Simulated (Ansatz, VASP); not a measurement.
One calculation of Cu, two programs

Contents of INCAR:

```
SYSTEM = Cu
ALGO = Fast ; EDIFF = 1E-6
ENCUT = 520 ; GGA = PE
ISIF = 2 ; ISMEAR = 0
LASPH = .TRUE. ; LCHARG = .FALSE.
LREAL = .FALSE. ; LWAVE = .FALSE.
NBANDS = 12 ; NELM = 60
PREC = Accurate ; SIGMA = 0.15
```

The input KPOINTS:

```
k-points
0
G
  24 24 24
  0 0 0
```

POSCAR

```
Cu
1.0
   -1.5479782852      1.5479782852      1.4520685275
    1.5479782852     -1.5479782852      1.4520685275
    1.5479782852      1.5479782852     -1.4520685275
Cu
1
Direct
    0.0000000000      0.0000000000      0.0000000000
```

Input for Ansatz:

```yaml
crystal:
  lattice:
    - [-1.5479782852, 1.5479782852, 1.4520685275]
    - [1.5479782852, -1.5479782852, 1.4520685275]
    - [1.5479782852, 1.5479782852, -1.4520685275]
  atoms:
    - { symbol: Cu, position: [0.0, 0.0, 0.0] }
basis:
  ecutwfc: 520.0
kpoints:
  mp_grid: { grid: [24, 24, 24] }
hamiltonian:
  xc: pbe
  pseudopotentials: { kind: paw, azcp: { folder: soft_1 } }
scf:
  occupations: { method: gaussian, width: 0.15 }
output:
  forces: true
  stress: true
  eigenvalues: true
```

Alike in both runs: task single point; functional PBE; k mesh 24 × 24 × 24; occupations gaussian, width 0.15 eV; no spin polarisation.

```csv
,VASP,Ansatz
version,VASP 6.6.1,Ansatz 0.2.0
potentials or method,"VASP PAW PBE potentials, release 64 (Cu), cutoff 520 eV","scalar-relativistic, plane waves, PAW"
valence electrons in the cell,11,19
```

```csv
,VASP,Ansatz,Ansatz less VASP
gap on the k mesh at the Fermi level (eV),none,none,-
pressure (GPa),-13.1,-14.1,-0.94
"traceless stress, the component that is largest in VASP (GPa)",-0.36,-0.37,-0.006
```

A gap of «none» marks a metal or a gap that the smearing closes. With one functional, cell and mesh, what is left measures potentials, basis and numerics. VASP's potentials hold 11 valence electrons a cell and Ansatz's 19, so a difference there can come from the potentials and not from the codes.
